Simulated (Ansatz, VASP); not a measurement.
**AlNi in VASP and in Ansatz**

```
Ni Al
1.0
     2.86166    0.00000    0.00000
     0.00000    2.86166    0.00000
     0.00000    0.00000    2.86166
Ni Al
1 1
Direct
  0.50000 0.50000 0.50000
  0.00000 0.00000 0.00000
```

Alike in both runs: task single point; functional LDA; k mesh 9 × 9 × 9; occupations fermi-dirac, width 0.05 eV; collinear spin.

|  | VASP | Ansatz |
| --- | --- | --- |
| version | VASP 6.6.1 | Ansatz 0.2.0 |
| potentials or method | VASP PAW LDA potentials, release 64 (Ni, Al) | Ansatz PAW |
| plane-wave cutoff (eV) | 520 | 420 |
| valence electrons in the cell | 13 | 21 |

|  | VASP | Ansatz | Ansatz less VASP |
| --- | --- | --- | --- |
| gap on the k mesh at the Fermi level (eV) | none | none | - |
| pressure (GPa) | -5.1 | -5.5 | -0.36 |
| net moment per atom (μB) | 0.00 | 0.00 | 0.000 |

LDA's correlation is that of Perdew and Zunger in VASP and of Perdew and Wang (1992) in Ansatz. A gap of «none» marks a metal or a gap that the smearing closes. VASP's potentials hold 13 valence electrons a cell and Ansatz's 21, so a difference there can come from the potentials and not from the codes.
